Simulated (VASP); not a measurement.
# TaBr2 (P4/mmm) in VASP: single point with PBE

Aim: the single point of TaBr2 with PBE.

Everything below comes from runs of VASP 6.6.1. Logs are shortened: lines on timing, memory, paths and dates and some standing lists are left out, and cuts for length are marked.

**1. The cell of the first run**

Symmetry: P4/mmm, No. 123, tetragonal system. The conventional cell has a = 4.341 Å, b = 4.341 Å, c = 4.954 Å, α = 90.00°, β = 90.00°, γ = 90.00°. Within 4.0 Å of Ta (site symmetry 4/mmm) lie 12 Br at 3.07 to 3.94 Å. Within 3.3 Å of Br (site symmetry 4/mmm) lie 2 Br at 2.48 Å. Within 3.3 Å of Br (site symmetry 4/mmm) lie 2 Br at 2.48 Å and 4 Ta at 3.07 Å.

**2. Single point, PBE**

Input file INCAR:

```
PREC = Accurate
ENCUT = 520
EDIFF = 1E-6
ISMEAR = 0
SIGMA = 0.1
LREAL = F
LASPH = T
NELM = 80
ALGO = Normal
ISIF = 2
LWAVE = F
LCHARG = F
GGA = PE
NBANDS = 20
```

Input file KPOINTS:

```
Automatic mesh
0
Gamma
  4 4 4
```

Input file POSCAR:

```
TaBr2
1.0
    4.3407973300      0.0000000000      0.0000000000
    0.0000000000      4.3407973300      0.0000000000
    0.0000000000      0.0000000000      4.9542496400
Ta Br
1 2
Direct
    0.5000000000      0.5000000000      0.0000000000
    0.0000000000      0.0000000000      0.5000000000
    0.0000000000      0.0000000000      0.0000000000
```

Potentials or basis: VASP PAW PBE potentials, release 64 (Ta_pv, Br).

The run is started by

```bash
$ cat potpaw_PBE.64/Ta_pv/POTCAR potpaw_PBE.64/Br/POTCAR > POTCAR
$ mpirun -np 1 vasp_std > vasp.out
```

OUTCAR:

```text
PREC = Accurate
   ENCUT = 520
   EDIFF = 1E-6
   ISMEAR = 0
   LREAL = F
   LASPH = T
   NELM = 80
   ISIF = 2
   GGA = PE

 ion  position               nearest neighbor table
   1  0.500  0.500  0.000-   3 3.07   3 3.07   3 3.07   3 3.07
   2  0.000  0.000  0.500-   3 2.48   3 2.48
   3  0.000  0.000  0.000-   2 2.48   2 2.48   1 3.07   1 3.07   1 3.07   1 3.07

  LATTYP: Found a simple tetragonal cell.
 ALAT       =     4.3407973300
 C/A-ratio  =     1.1413224952

  Lattice vectors:

 A1 = (   4.3407973300,   0.0000000000,   0.0000000000)
 A2 = (   0.0000000000,   4.3407973300,   0.0000000000)
 A3 = (   0.0000000000,   0.0000000000,   4.9542496400)

Analysis of symmetry for initial positions (statically):
=====================================================================
 Subroutine PRICEL returns:
 Original cell was already a primitive cell.

 Routine SETGRP: Setting up the symmetry group for a
 simple tetragonal supercell.

 Subroutine GETGRP returns: Found 16 space group operations
 (whereof 16 operations were pure point group operations)
 out of a pool of 16 trial point group operations.

The static configuration has the point symmetry D_4h.

Analysis of symmetry for dynamics (positions and initial velocities):
=====================================================================
 Subroutine PRICEL returns:
 Original cell was already a primitive cell.

 Routine SETGRP: Setting up the symmetry group for a
 simple tetragonal supercell.

 Subroutine GETGRP returns: Found 16 space group operations
 (whereof 16 operations were pure point group operations)
 out of a pool of 16 trial point group operations.

The dynamic configuration has the point symmetry D_4h.

 Subroutine INISYM returns: Found 16 space group operations
 (whereof 16 operations are pure point group operations),
 and found     1 'primitive' translations

----------------------------------------------------------------------------------------

                                     Primitive cell

  volume of cell :      93.3506

  direct lattice vectors                    reciprocal lattice vectors
     4.340797330  0.000000000  0.000000000     0.230372423  0.000000000  0.000000000
     0.000000000  4.340797330  0.000000000     0.000000000  0.230372423  0.000000000
     0.000000000  0.000000000  4.954249640     0.000000000  0.000000000  0.201846914

  length of vectors
     4.340797330  4.340797330  4.954249640     0.230372423  0.230372423  0.201846914

  position of ions in fractional coordinates (direct lattice)
     0.500000000  0.500000000  0.000000000
     0.000000000  0.000000000  0.500000000
     0.000000000  0.000000000  0.000000000

  ion indices of the primitive-cell ions
   primitive index   ion index
                 1           1
                 2           2
                 3           3

----------------------------------------------------------------------------------------

 KPOINTS: Automatic mesh

Automatic generation of k-mesh.
 Grid dimensions read from file:
 generate k-points for:    4    4    4

 Generating k-lattice:

  Cartesian coordinates                     Fractional coordinates (reciprocal lattice)
     0.057593106  0.000000000  0.000000000     0.250000000  0.000000000  0.000000000
     0.000000000  0.057593106  0.000000000     0.000000000  0.250000000  0.000000000
     0.000000000  0.000000000  0.050461728     0.000000000  0.000000000  0.250000000

  Length of vectors
     0.057593106  0.057593106  0.050461728

  Shift w.r.t. Gamma in fractional coordinates (k-lattice)
     0.000000000  0.000000000  0.000000000

 Subroutine IBZKPT returns following result:
 ===========================================

 Found     18 irreducible k-points:

 Following reciprocal coordinates:
            Coordinates               Weight
  0.000000  0.000000  0.000000      1.000000
  0.250000  0.000000  0.000000      4.000000
  0.500000  0.000000  0.000000      2.000000
  0.250000  0.250000  0.000000      4.000000
  0.500000  0.250000  0.000000      4.000000
  0.500000  0.500000  0.000000      1.000000
[... 10 lines left out ...]
  0.500000  0.250000  0.500000      4.000000
  0.500000  0.500000  0.500000      1.000000
   k-points           NKPTS =     18   k-points in BZ     NKDIM =     18   number of bands    NBANDS=     20
   number of dos      NEDOS =    301   number of ions     NIONS =      3
   total plane-waves  NPLWV =  40960
   dimension x,y,z NGX =    32 NGY =   32 NGZ =   40
   dimension x,y,z NGXF=    64 NGYF=   64 NGZF=   80
   ions per type =               1   2
   NGX,Y,Z   is equivalent  to a cutoff of  12.26, 12.26, 13.42 a.u.
   NGXF,Y,Z  is equivalent  to a cutoff of  24.51, 24.51, 26.84 a.u.
 SYSTEM =  unknown system
   PREC   = accura    normal or accurate (medium, high low for compatibility)
   ISTART =      0    job   : 0-new  1-cont  2-samecut
   ICHARG =      2    charge: 1-file 2-atom 10-const
   ISPIN  =      1    spin polarized calculation?
   LNONCOLLINEAR =      F non collinear calculations
   LSORBIT =      F    spin-orbit coupling
   LASPH  =      T    aspherical Exc in radial PAW
   ENCUT  =  520.0 eV  38.22 Ry    6.18 a.u.   8.07  8.07  9.21*2*pi/ulx,y,z
   NELM   =     80;   NELMIN=  2; NELMDL= -5     # of ELM steps
   EDIFF  = 0.1E-05   stopping-criterion for ELM
   LREAL  =      F    real-space projection
   EDIFFG = 0.1E-04   stopping-criterion for IOM
   NSW    =      0    number of steps for IOM
   IBRION =     -1    ionic relax: 0-MD 1-quasi-New 2-CG
   NFREE  =      0    steps in history (QN), initial steepest desc. (CG)
   ISIF   =      2    stress and relaxation
   ISYM   =      2    0-nonsym 1-usesym 2-fastsym
   POTIM  = 0.5000    time-step for ionic-motion
   TEBEG  =    0.0;   TEEND  =   0.0 temperature during run
   PSTRESS=    0.0 pullay stress
   NELECT =      25.0000    total number of electrons
   NUPDOWN=      -1.0000    fix difference up-down
   EMIN   =  10.00;   EMAX   =-10.00  energy-range for DOS
   EFERMI =   0.00;   METHOD = LEGACY
   ISMEAR =     0;   SIGMA  =   0.10  broadening in eV -4-tet -1-fermi 0-gaus
   EFERMI_NEDOS =   21; number of points for ismear=-14 and -15
   IALGO  =     38    algorithm
   IMIX   =      4    mixing-type and parameters
     AMIX     =   0.40;   BMIX     =  1.00
     AMIX_MAG =   1.60;   BMIX_MAG =  1.00
  volume/ion in A,a.u.               =      31.12       209.99
  Fermi-wavevector in a.u.,A,eV,Ry     =   1.055235  1.994105 15.150372  1.113521
  Thomas-Fermi vector in A             =   2.190426
   LORBIT       =      0    0 simple, 1 ext, 2 COOP (PROOUT), +10 PAW based schemes
   GGA     = PE    functional components
   LHFCALC =     F    Hartree Fock is set to
   AEXX    =    0.0000 exact exchange contribution
   IVDW    =     0    specifies the selected vdW correction
   LEPSILON=     F    determine dielectric tensor
   LRPA    =     F    only Hartree local field effects (RPA)
 non-spin polarized calculation
 Gauss-broadening in eV      SIGMA  =   0.10
  energy-cutoff  :      520.00
  volume of cell :       93.35
 maximum number of plane-waves:      2536
   NGX = 17   NGY = 17   NGZ = 19

 number of electron      24.9999999 magnetization

 Free energy of the ion-electron system (eV)
  ---------------------------------------------------
  ext. energy  EPLUGINS =         0.00000000
  ---------------------------------------------------
  free energy    TOTEN  =        -8.44891649 eV

  energy without entropy =       -8.40219376  energy(sigma->0) =       -8.42555513

 E-fermi :   2.9053     XC(G=0):  -8.8790

 val. band max:        2.9018628467   @ k =   0.5000   0.5000   0.2500
 cond. band min:       2.9085806390   @ k =   0.2500   0.2500   0.0000
 fundamental gap:      0.0067177922
 Fermi energy:         2.9052525403

 k-point     1 :       0.0000    0.0000    0.0000
  band No.  band energies     occupation
      1     -33.0754      2.00000
      2     -33.0075      2.00000
      3     -33.0075      2.00000
      4     -15.6309      2.00000
      5     -11.8068      2.00000
      6      -5.9171      2.00000
[... 12 lines left out ...]
     19       9.1724      0.00000
     20      10.0912      0.00000

 k-point     2 :       0.2500    0.0000    0.0000
  band No.  band energies     occupation
      1     -33.0752      2.00000
      2     -33.0113      2.00000
      3     -33.0070      2.00000
      4     -15.5812      2.00000
      5     -11.7738      2.00000
      6      -5.8961      2.00000
[... 12 lines left out ...]
     19       7.4826      0.00000
     20       9.0612      0.00000

 k-point     3 :       0.5000    0.0000    0.0000
  band No.  band energies     occupation
      1     -33.0750      2.00000
      2     -33.0152      2.00000
      3     -33.0066      2.00000
      4     -15.5305      2.00000
      5     -11.7399      2.00000
      6      -5.8749      2.00000
[... 12 lines left out ...]
     19       5.7516      0.00000
     20       7.3955      0.00000

 k-point     4 :       0.2500    0.2500    0.0000
  band No.  band energies     occupation
      1     -33.0750      2.00000
      2     -33.0109      2.00000
      3     -33.0106      2.00000
      4     -15.5512      2.00000
      5     -11.7506      2.00000
      6      -5.8613      2.00000
[... 12 lines left out ...]
     19       6.6503      0.00000
     20       8.2358      0.00000

 k-point     5 :       0.5000    0.2500    0.0000
  band No.  band energies     occupation
      1     -33.0748      2.00000
      2     -33.0145      2.00000
      3     -33.0102      2.00000
      4     -15.5207      2.00000
      5     -11.7271      2.00000
      6      -5.8258      2.00000
[... 12 lines left out ...]
     19       6.8776      0.00000
     20       8.5639      0.00000
[... 215 lines left out ...]
      6      -3.9051      2.00000
[... 12 lines left out ...]
     19       6.5604      0.00000
     20       8.1432      0.00000

 k-point    16 :       0.2500    0.2500    0.5000
  band No.  band energies     occupation
      1     -33.0757      2.00000
      2     -33.0108      2.00000
      3     -33.0106      2.00000
      4     -14.8250      2.00000
      5     -13.4381      2.00000
      6      -3.3760      2.00000
[... 12 lines left out ...]
     19       7.1662      0.00000
     20       8.8191      0.00000

 k-point    17 :       0.5000    0.2500    0.5000
  band No.  band energies     occupation
      1     -33.0755      2.00000
      2     -33.0144      2.00000
      3     -33.0101      2.00000
      4     -14.7941      2.00000
      5     -13.4127      2.00000
      6      -3.5314      2.00000
[... 12 lines left out ...]
     19       7.2749      0.00000
     20       8.9676      0.00000

 k-point    18 :       0.5000    0.5000    0.5000
  band No.  band energies     occupation
      1     -33.0753      2.00000
      2     -33.0138      2.00000
      3     -33.0138      2.00000
      4     -14.7915      2.00000
      5     -13.3868      2.00000
      6      -3.0636      2.00000
[... 12 lines left out ...]
     19       8.8721      0.00000
     20       8.8721      0.00000

------------------------ aborting loop because EDIFF is reached ----------------------------------------

  FORCE on cell =-STRESS in cart. coord.  units (eV):
  Direction    XX          YY          ZZ          XY          YZ          ZX
  --------------------------------------------------------------------------------------
  -------------------------------------------------------------------------------------
  Total       -4.2569907     -4.2569907     10.4184963      0.0000000      0.0000000      0.0000000
  in kB      -73.0628118    -73.0628118    178.8128481      0.0000000      0.0000000      0.0000000
  external PRESSURE =      10.8957415 kB  Pullay stress =       0.0000000 kB

 VOLUME and BASIS-vectors are now :
 -----------------------------------------------------------------------------
  energy-cutoff  :      520.00
  volume of cell :       93.35
      direct lattice vectors                 reciprocal lattice vectors
     4.340797330  0.000000000  0.000000000     0.230372423  0.000000000  0.000000000
     0.000000000  4.340797330  0.000000000     0.000000000  0.230372423  0.000000000
     0.000000000  0.000000000  4.954249640     0.000000000  0.000000000  0.201846914

 POSITION                                       TOTAL-FORCE (eV/Angst)
 -----------------------------------------------------------------------------------
      2.17040      2.17040      0.00000         0.000000      0.000000      0.000000
      0.00000      0.00000      2.47712         0.000000      0.000000      0.000000
      0.00000      0.00000      0.00000         0.000000      0.000000      0.000000
 -----------------------------------------------------------------------------------
    total drift:                                0.000000     -0.000000     -0.000000

  FREE ENERGIE OF THE ION-ELECTRON SYSTEM (eV)
  ---------------------------------------------------
  free  energy   TOTEN  =        -8.4489164931 eV

  energy  without entropy=       -8.4021937620  energy(sigma->0) =       -8.42555513
```

Run time: 21 s. Hardware: 1 thread of Intel Xeon 6975P-C (Granite Rapids), shared host; peak memory 0.2 GiB.

Results:

* Free energy: -8.4489 eV
* Pressure: 1.1 GPa

Stress tensor (GPa, compression positive):
```
-7.31  0.00  0.00
 0.00 -7.31  0.00
 0.00  0.00 17.88
```

Levels at points of the mesh, in eV from the Fermi level:
```tsv
k point	band 10	band 11	band 12	band 13	band 14	band 15	band 16	band 17
(0.00, 0.00, 0.00)	-2.34	-2.30	-1.41	-0.33	-0.24	0.15	0.15	2.76
(0.50, 0.00, 0.00)	-2.44	-0.08	0.11	0.28	0.32	1.60	1.92	2.39
(0.50, 0.50, 0.00)	-2.86	-1.42	-0.48	-0.48	0.03	0.23	0.75	2.82
(0.00, 0.00, 0.50)	-3.53	-3.53	-1.66	-1.32	-0.31	0.42	0.42	0.50
(0.50, 0.00, 0.50)	-3.41	-3.33	-0.12	0.13	0.26	0.30	1.90	2.32
(0.50, 0.50, 0.50)	-4.06	-3.37	-0.63	0.28	0.29	0.29	0.44	0.76
```

Caveat: the k points lie up to 0.36 Å⁻¹ apart; spin-orbit coupling is left out, which moves the levels of the heavy elements; an odd number of electrons without spin polarisation forces a metal; a magnetic or distorted state may lie lower.
